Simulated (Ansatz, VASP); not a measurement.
# CdTe in VASP and in Ansatz

File POSCAR:

```
CdTe
1.0
    0.0000000000      3.3127546673      3.3127546673
    3.3127546673      0.0000000000      3.3127546673
    3.3127546673      3.3127546673      0.0000000000
Cd Te
1 1
Direct
    0.0000000000      0.0000000000      0.0000000000
    0.2500000000      0.2500000000      0.2500000000
```

The input INCAR.step1:

```
SYSTEM = CdTe
PREC = Accurate
ENCUT = 520
ISMEAR = -1
SIGMA = 0.02
LREAL = .False.
LASPH = .True.
NELM = 150
MAGMOM = 0 0 0 0 0 0
LSORBIT = .True.
GGA_COMPAT = .False.
NBANDS = 30
GGA = PE
ALGO = Normal
EDIFF = 1E-4
LWAVE = .True.
LCHARG = .False.
```

The input INCAR.step2:

```
SYSTEM = CdTe
PREC = Accurate
ENCUT = 520
EDIFF = 1E-6
ISMEAR = -1
SIGMA = 0.02
LREAL = .False.
LASPH = .True.
NELM = 150
ALGO = Normal
ISIF = 2
LWAVE = .False.
LCHARG = .False.
MAGMOM = 0 0 0 0 0 0
LORBIT = 11
LSORBIT = .True.
GGA_COMPAT = .False.
LORBMOM = .True.
METAGGA = R2SCAN
LMIXTAU = .True.
NBANDS = 30
ISTART = 1
```

KPOINTS

```
regular mesh
0
Gamma
  6 6 6
  0 0 0
```

Input for Ansatz:

```yaml
crystal:
  lattice:
    - [0.0, 3.3127546673, 3.3127546673]
    - [3.3127546673, 0.0, 3.3127546673]
    - [3.3127546673, 3.3127546673, 0.0]
  atoms:
    - { symbol: Cd, position: [0.0, 0.0, 0.0] }
    - { symbol: Te, position: [0.25, 0.25, 0.25] }
kpoints:
  mp_grid: { grid: [6, 6, 6] }
  band_path:
    path:
      - [0.0, 0.0, 0.0]
      - [-0.5, -0.5, 0.0]
      - [-0.375, -0.375, 0.25]
      - [-0.375, 0.0, 0.375]
      - [0.0, 0.0, 0.5]
      - [-0.5, -0.25, 0.25]
    npoints: 1
hamiltonian:
  xc: r2scan
scf:
  occupations: { method: fermi_dirac, width: 0.02 }
  n_extra_bands: 8
magnetization:
  noncollinear: true
  spin_orbit: true
output:
  forces: true
  stress: true
  eigenvalues: true
```

Change from the starting cell: hydrostatic strain +1.0%.

Alike in both runs: task single point; functional r2SCAN; k mesh 6 × 6 × 6; occupations fermi-dirac, width 0.02 eV; non-collinear spin, spin-orbit coupling.

```csv
,VASP,Ansatz
version,VASP 6.6.1,Ansatz 0.2.0
potentials or method,"VASP PAW PBE potentials, release 64 (Cd, Te)","plane waves, PAW"
plane-wave cutoff (eV),520,500
valence electrons in the cell,18,36
```

Ansatz gave:

| Quantity | Value |
| --- | --- |
| pressure (GPa) | -1.1 |
| net moment per atom (μB) | 0.00 |

Q: Which values does VASP return?

A: Pressure (GPa): -1.0; net moment per atom (μB): 0.00.

VASP's potentials were made for PBE, not for r2SCAN. The functional is the same, so the differences come from potentials, cutoffs and numerics. VASP's potentials hold 18 valence electrons a cell and Ansatz's 36, so a difference there can come from the potentials and not from the codes.
